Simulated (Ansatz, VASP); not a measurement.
## One calculation of Ag, two programs

```
Ag
1.0
     0.00000    1.63943    1.63943
     1.63943    0.00000    1.63943
     1.63943    1.63943    0.00000
Ag
1
Direct
  0.00000 0.00000 0.00000
```

Change from the starting cell: volume scaled by 0.55, PAW files.

Alike in both runs: task single point; functional LDA; k mesh 18 × 18 × 18; occupations fermi-dirac, width 0.08 eV; no spin polarisation.

|  | VASP | Ansatz |
| --- | --- | --- |
| version | VASP 6.6.1 | Ansatz 0.2.0 |
| potentials or method | VASP PAW LDA potentials, release 64 (Ag) | PAW with Ansatz's default frozen-core files, scalar-relativistic |
| plane-wave cutoff (eV) | 520 | 420 |
| valence electrons in the cell | 11 | 19 |

|  | VASP | Ansatz | Ansatz less VASP |
| --- | --- | --- | --- |
| pressure (GPa) | 423.6 | 419.6 | -4.07 |

LDA's correlation is that of Perdew and Zunger in VASP and of Perdew and Wang (1992) in Ansatz. Both programs put the cell under a high pressure, so it lies far from rest at this level. VASP's potentials hold 11 valence electrons a cell and Ansatz's 19, so a difference there can come from the potentials and not from the codes.

Noted on VASP's run: the cell as given lies far from equilibrium.
